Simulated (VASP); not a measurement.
# B (R-3m) in VASP: single point with PBE

Aim: the single point of B with PBE.

All numbers are computed with VASP 6.6.1; they aren't measurements. Logs are shortened: lines on timing, memory, paths and dates and some standing lists are left out, and cuts for length are marked.

### 1 The cell of the first run

Symmetry: R-3m, No. 166, trigonal system. Conventional cell: a = 4.899 Å, b = 4.899 Å, c = 12.544 Å, α = 90.00°, β = 90.00°, γ = 120.00°. Within 2.2 Å of B (site symmetry m) lie 6 B at 1.67 to 1.80 Å. B (site symmetry m) has 7 B at 1.78 to 2.01 Å within 2.4 Å.

### 2 Single point, PBE, non-collinear spin, zero start, spin-orbit coupling

Input file INCAR:

```
SYSTEM = B
ALGO = Normal
EDIFF = 1E-6
ENCUT = 500
GGA = PE
GGA_COMPAT = .FALSE.
ISIF = 2
ISMEAR = 0
LASPH = .TRUE.
LCHARG = .FALSE.
LORBIT = 11
LORBMOM = .TRUE.
LREAL = .FALSE.
LSORBIT = .TRUE.
LWAVE = .FALSE.
MAGMOM = 0 0 0 0 0 0 0 0 0 0 0 0 0 0 0 0 0 0 0 0 0 0 0 0 0 0 0 0 0 0 0 0 0 0 0 0
NBANDS = 58
NELM = 200
PREC = Accurate
SIGMA = 0.05
```

Input file KPOINTS:

```
k-points
0
G
  6 6 6
  0 0 0
```

Input file POSCAR:

```
B
1.0
    2.4495756456      1.4142631584      4.1812410676
   -2.4495756456      1.4142631584      4.1812410676
    0.0000000000     -2.8285263168      4.1812410676
B
12
Direct
    0.0102914250      0.6540391671      0.0102914250
    0.0102914250      0.0102914250      0.6540391671
    0.6540391671      0.0102914250      0.0102914250
    0.9897085750      0.3459608329      0.9897085750
    0.9897085750      0.9897085750      0.3459608329
    0.3459608329      0.9897085750      0.9897085750
    0.2209602766      0.6307618625      0.2209602766
    0.2209602766      0.2209602766      0.6307618625
    0.6307618625      0.2209602766      0.2209602766
    0.7790397234      0.3692381375      0.7790397234
    0.7790397234      0.7790397234      0.3692381375
    0.3692381375      0.7790397234      0.7790397234
```

Potentials or basis: VASP PAW PBE potentials, release 64 (B).

Command:

```console
$ cat potpaw_PBE.64/B/POTCAR > POTCAR
$ mpirun -np 1 vasp_ncl > vasp.out
```

OUTCAR:

```text
SYSTEM = B
   EDIFF = 1E-6
   ENCUT = 500
   GGA = PE
   ISIF = 2
   ISMEAR = 0
   LASPH = .TRUE.
   LORBIT = 11
   LREAL = .FALSE.
   LSORBIT = .TRUE.
   NELM = 200
   PREC = Accurate

 ion  position               nearest neighbor table
   1  0.010  0.654  0.010-   4 1.67   3 1.75   2 1.75   7 1.79  11 1.80  12 1.80
   2  0.010  0.010  0.654-   5 1.67   3 1.75   1 1.75   8 1.79  10 1.80  12 1.80
   3  0.654  0.010  0.010-   6 1.67   1 1.75   2 1.75   9 1.79  11 1.80  10 1.80
   4  0.990  0.346  0.990-   1 1.67   6 1.75   5 1.75  10 1.79   8 1.80   9 1.80
   5  0.990  0.990  0.346-   2 1.67   4 1.75   6 1.75  11 1.79   9 1.80   7 1.80
   6  0.346  0.990  0.990-   3 1.67   4 1.75   5 1.75  12 1.79   8 1.80   7 1.80
   7  0.221  0.631  0.221-  11 1.78  12 1.78   1 1.79   5 1.80   6 1.80   9 2.01   8 2.01
   8  0.221  0.221  0.631-  10 1.78  12 1.78   2 1.79   4 1.80   6 1.80   7 2.01   9 2.01
   9  0.631  0.221  0.221-  11 1.78  10 1.78   3 1.79   5 1.80   4 1.80   7 2.01   8 2.01
  10  0.779  0.369  0.779-   8 1.78   9 1.78   4 1.79   2 1.80   3 1.80  12 2.01  11 2.01
  11  0.779  0.779  0.369-   7 1.78   9 1.78   5 1.79   3 1.80   1 1.80  10 2.01  12 2.01
  12  0.369  0.779  0.779-   8 1.78   7 1.78   6 1.79   2 1.80   1 1.80  10 2.01  11 2.01

  LATTYP: Found a trigonal (rhomboedric) cell.
 ALAT       =     5.0481024148
 COS(alpha) =     0.5290710467

  Lattice vectors:

 A1 = (   2.4495756456,   1.4142631584,   4.1812410676)
 A2 = (  -2.4495756456,   1.4142631584,   4.1812410676)
 A3 = (   0.0000000000,  -2.8285263168,   4.1812410676)

Analysis of symmetry for initial positions (statically):
=====================================================================
 Subroutine PRICEL returns:
 Original cell was already a primitive cell.

 Routine SETGRP: Setting up the symmetry group for a
 trigonal (rhombohedral) supercell.

 Subroutine GETGRP returns: Found 12 space group operations
 (whereof 12 operations were pure point group operations)
 out of a pool of 12 trial point group operations.

The static configuration has the point symmetry D_3d.

Analysis of symmetry for dynamics (positions and initial velocities):
=====================================================================
 Subroutine PRICEL returns:
 Original cell was already a primitive cell.

 Routine SETGRP: Setting up the symmetry group for a
 trigonal (rhombohedral) supercell.

 Subroutine GETGRP returns: Found 12 space group operations
 (whereof 12 operations were pure point group operations)
 out of a pool of 12 trial point group operations.

The dynamic configuration has the point symmetry D_3d.

Analysis of structural, dynamic, and magnetic symmetry:
=====================================================================
 Subroutine PRICEL returns:
 Original cell was already a primitive cell.

 Routine SETGRP: Setting up the symmetry group for a
 trigonal (rhombohedral) supercell.

 Subroutine GETGRP returns: Found 12 space group operations
 (whereof 12 operations were pure point group operations)
 out of a pool of 12 trial point group operations.

The overall configuration has the point symmetry D_3d.

 Subroutine INISYM returns: Found 12 space group operations
 (whereof 12 operations are pure point group operations),
 and found     1 'primitive' translations

----------------------------------------------------------------------------------------

                                     Primitive cell

  volume of cell :      86.9116

  direct lattice vectors                    reciprocal lattice vectors
     2.449575646  1.414263158  4.181241068     0.204116987  0.117846997  0.079721147
    -2.449575646  1.414263158  4.181241068    -0.204116987  0.117846997  0.079721147
     0.000000000 -2.828526317  4.181241068     0.000000000 -0.235693995  0.079721147

  length of vectors
     5.048102415  5.048102415  5.048102415     0.248811415  0.248811415  0.248811415

  position of ions in fractional coordinates (direct lattice)
     0.010291425  0.654039167  0.010291425
     0.010291425  0.010291425  0.654039167
     0.654039167  0.010291425  0.010291425
     0.989708575  0.345960833  0.989708575
     0.989708575  0.989708575  0.345960833
     0.345960833  0.989708575  0.989708575
     0.220960277  0.630761863  0.220960277
     0.220960277  0.220960277  0.630761863
     0.630761863  0.220960277  0.220960277
     0.779039723  0.369238137  0.779039723
     0.779039723  0.779039723  0.369238137
     0.369238137  0.779039723  0.779039723

  ion indices of the primitive-cell ions
   primitive index   ion index
                 1           1
                 2           2
                 3           3
                 4           4
                 5           5
                 6           6
                 7           7
                 8           8
                 9           9
                10          10
                11          11
                12          12

----------------------------------------------------------------------------------------

 KPOINTS: k-points

Automatic generation of k-mesh.
 Grid dimensions read from file:
 generate k-points for:    6    6    6
[... 1358 lines left out ...]
  in kB        1.0671809      1.0671809      2.2691765      0.0000000      0.0000000      0.0000000
  external PRESSURE =       1.4678461 kB  Pullay stress =       0.0000000 kB

 VOLUME and BASIS-vectors are now :
 -----------------------------------------------------------------------------
  energy-cutoff  :      500.00
  volume of cell :       86.91
      direct lattice vectors                 reciprocal lattice vectors
     2.449575646  1.414263158  4.181241068     0.204116987  0.117846997  0.079721147
    -2.449575646  1.414263158  4.181241068    -0.204116987  0.117846997  0.079721147
     0.000000000 -2.828526317  4.181241068     0.000000000 -0.235693995  0.079721147

 POSITION                                       TOTAL-FORCE (eV/Angst)
 -----------------------------------------------------------------------------------
     -1.57691      0.91043      2.82076         0.000177     -0.000102     -0.008310
      0.00000     -1.82086      2.82076        -0.000000      0.000205     -0.008310
      1.57691      0.91043      2.82076        -0.000177     -0.000102     -0.008310
      1.57691     -0.91043      9.72297        -0.000177      0.000102      0.008310
      0.00000      1.82086      9.72297        -0.000000     -0.000205      0.008310
     -1.57691     -0.91043      9.72297         0.000177      0.000102      0.008310
     -1.00384      0.57957      4.48514         0.026585     -0.015349      0.005866
      0.00000     -1.15913      4.48514        -0.000000      0.030698      0.005866
      1.00384      0.57957      4.48514        -0.026585     -0.015349      0.005866
      1.00384     -0.57957      8.05858        -0.026585      0.015349     -0.005866
      0.00000      1.15913      8.05858        -0.000000     -0.030698     -0.005866
     -1.00384     -0.57957      8.05858         0.026585      0.015349     -0.005866
 -----------------------------------------------------------------------------------
    total drift:                               -0.000000     -0.000000      0.000000

  FREE ENERGIE OF THE ION-ELECTRON SYSTEM (eV)
  ---------------------------------------------------
  free  energy   TOTEN  =       -80.4564354635 eV

  energy  without entropy=      -80.4564354635  energy(sigma->0) =      -80.45643546

 orbital moment (x)

 # of ion     p       tot
 --------------------------------
  1         0.000   0.000
  2        -0.000  -0.000
  3         0.000   0.000
  4         0.000   0.000
  5        -0.000  -0.000
  6         0.000   0.000
  7        -0.000  -0.000
  8         0.000   0.000
  9        -0.000  -0.000
 10        -0.000  -0.000
 11         0.000   0.000
 12        -0.000  -0.000
 --------------------------------
            0.000   0.000

 orbital moment (y)

 # of ion     p       tot
 --------------------------------
  1         0.000   0.000
  2         0.000   0.000
  3        -0.000  -0.000
  4         0.000   0.000
  5         0.000   0.000
  6        -0.000  -0.000
  7        -0.000  -0.000
  8        -0.000  -0.000
  9         0.000   0.000
 10        -0.000  -0.000
 11        -0.000  -0.000
 12         0.000   0.000
 --------------------------------
           -0.000  -0.000

 orbital moment (z)

 # of ion     p       tot
 --------------------------------
  1         0.000   0.000
  2         0.000   0.000
  3         0.000   0.000
  4        -0.000  -0.000
  5         0.000   0.000
  6        -0.000  -0.000
  7        -0.000  -0.000
  8         0.000   0.000
  9         0.000   0.000
 10        -0.000  -0.000
 11        -0.000  -0.000
 12         0.000   0.000
 --------------------------------
           -0.000  -0.000

 Spin-Orbit-Coupling matrix elements

 Ion:    1  E_soc:     -0.0000028
 l=   1
     0.0000000    -0.0000005    -0.0000004
    -0.0000005     0.0000000    -0.0000005
    -0.0000004    -0.0000005     0.0000000
 l=   2
     0.0000000     0.0000000     0.0000000     0.0000000     0.0000000
     0.0000000     0.0000000     0.0000000     0.0000000     0.0000000
     0.0000000     0.0000000     0.0000000     0.0000000     0.0000000
     0.0000000     0.0000000     0.0000000     0.0000000     0.0000000
     0.0000000     0.0000000     0.0000000     0.0000000     0.0000000
 l=   3
     0.0000000     0.0000000     0.0000000     0.0000000     0.0000000     0.0000000     0.0000000
     0.0000000     0.0000000     0.0000000     0.0000000     0.0000000     0.0000000     0.0000000
     0.0000000     0.0000000     0.0000000     0.0000000     0.0000000     0.0000000     0.0000000
     0.0000000     0.0000000     0.0000000     0.0000000     0.0000000     0.0000000     0.0000000
[... 209 lines left out ...]
 l=   2
     0.0000000     0.0000000     0.0000000     0.0000000     0.0000000
     0.0000000     0.0000000     0.0000000     0.0000000     0.0000000
     0.0000000     0.0000000     0.0000000     0.0000000     0.0000000
     0.0000000     0.0000000     0.0000000     0.0000000     0.0000000
     0.0000000     0.0000000     0.0000000     0.0000000     0.0000000
 l=   3
     0.0000000     0.0000000     0.0000000     0.0000000     0.0000000     0.0000000     0.0000000
     0.0000000     0.0000000     0.0000000     0.0000000     0.0000000     0.0000000     0.0000000
     0.0000000     0.0000000     0.0000000     0.0000000     0.0000000     0.0000000     0.0000000
     0.0000000     0.0000000     0.0000000     0.0000000     0.0000000     0.0000000     0.0000000
     0.0000000     0.0000000     0.0000000     0.0000000     0.0000000     0.0000000     0.0000000
     0.0000000     0.0000000     0.0000000     0.0000000     0.0000000     0.0000000     0.0000000
     0.0000000     0.0000000     0.0000000     0.0000000     0.0000000     0.0000000     0.0000000

 total charge

# of ion       s       p       d       tot
------------------------------------------
    1        0.707   1.400   0.000   2.107
    2        0.707   1.400   0.000   2.107
    3        0.707   1.400   0.000   2.107
    4        0.707   1.400   0.000   2.107
    5        0.707   1.400   0.000   2.107
    6        0.707   1.400   0.000   2.107
    7        0.658   1.290   0.000   1.948
    8        0.658   1.290   0.000   1.948
    9        0.658   1.290   0.000   1.948
   10        0.658   1.290   0.000   1.948
   11        0.658   1.290   0.000   1.948
   12        0.658   1.290   0.000   1.948
--------------------------------------------------
tot          8.187  16.140   0.000  24.327

 magnetization (x)

# of ion       s       p       d       tot
------------------------------------------
    1       -0.000  -0.000   0.000  -0.000
    2        0.000   0.000   0.000   0.000
    3       -0.000  -0.000   0.000  -0.000
    4       -0.000  -0.000   0.000  -0.000
    5        0.000   0.000   0.000   0.000
    6       -0.000  -0.000   0.000  -0.000
    7       -0.000  -0.000   0.000  -0.000
    8        0.000   0.000   0.000   0.000
    9       -0.000  -0.000   0.000  -0.000
   10       -0.000  -0.000   0.000  -0.000
   11        0.000   0.000   0.000   0.000
   12       -0.000  -0.000   0.000  -0.000
--------------------------------------------------
tot         -0.000  -0.000   0.000  -0.000

 magnetization (y)

# of ion       s       p       d       tot
------------------------------------------
    1       -0.000  -0.000   0.000  -0.000
    2        0.000   0.000   0.000   0.000
    3        0.000   0.000   0.000   0.000
    4       -0.000  -0.000   0.000  -0.000
    5        0.000   0.000   0.000   0.000
    6        0.000   0.000   0.000   0.000
    7       -0.000  -0.000   0.000  -0.000
    8        0.000   0.000   0.000   0.000
    9        0.000   0.000   0.000   0.000
   10       -0.000  -0.000   0.000  -0.000
   11        0.000   0.000   0.000   0.000
   12        0.000   0.000   0.000   0.000
--------------------------------------------------
tot          0.000  -0.000   0.000  -0.000

 magnetization (z)

# of ion       s       p       d       tot
------------------------------------------
    1        0.000   0.000   0.000   0.000
    2        0.000   0.000   0.000   0.000
    3       -0.000  -0.000   0.000  -0.000
    4        0.000   0.000   0.000   0.000
    5        0.000   0.000   0.000   0.000
    6       -0.000  -0.000   0.000  -0.000
    7        0.000   0.000   0.000   0.000
    8        0.000   0.000   0.000   0.000
    9       -0.000   0.000   0.000  -0.000
   10        0.000   0.000   0.000   0.000
   11        0.000   0.000   0.000   0.000
   12       -0.000   0.000   0.000  -0.000
--------------------------------------------------
tot         -0.000   0.000   0.000   0.000
```

Run time: 15 min. Hardware: 1 thread of Intel Xeon 8259CL, shared host; peak memory 0.58 GiB.

Results:

| Quantity | Value |
| --- | --- |
| Free energy | -80.4564 eV |
| Pressure | 0.1 GPa |
| Largest force | 0.031 eV/Å |
| Net moment | 0.00 μB per cell |
| Valence electrons inside the program's atomic spheres | B 2.11, 1.95 (each value once) |

Forces in eV/Å, atoms in the order of the input:
```
B    0.000  0.000 -0.008
B    0.000  0.000 -0.008
B    0.000  0.000 -0.008
B    0.000  0.000  0.008
B    0.000  0.000  0.008
B    0.000  0.000  0.008
B    0.027 -0.015  0.006
B    0.000  0.031  0.006
B   -0.027 -0.015  0.006
B   -0.027  0.015 -0.006
B    0.000 -0.031 -0.006
B    0.027  0.015 -0.006
```

Stress tensor (GPa, compression positive):
```
0.11 0.00 0.00
0.00 0.11 0.00
0.00 0.00 0.23
```

Moments on the atoms (μB; x, y, z):
```
B   0.00 0.00 0.00
B   0.00 0.00 0.00
B   0.00 0.00 0.00
B   0.00 0.00 0.00
B   0.00 0.00 0.00
B   0.00 0.00 0.00
B   0.00 0.00 0.00
B   0.00 0.00 0.00
B   0.00 0.00 0.00
B   0.00 0.00 0.00
B   0.00 0.00 0.00
B   0.00 0.00 0.00
```
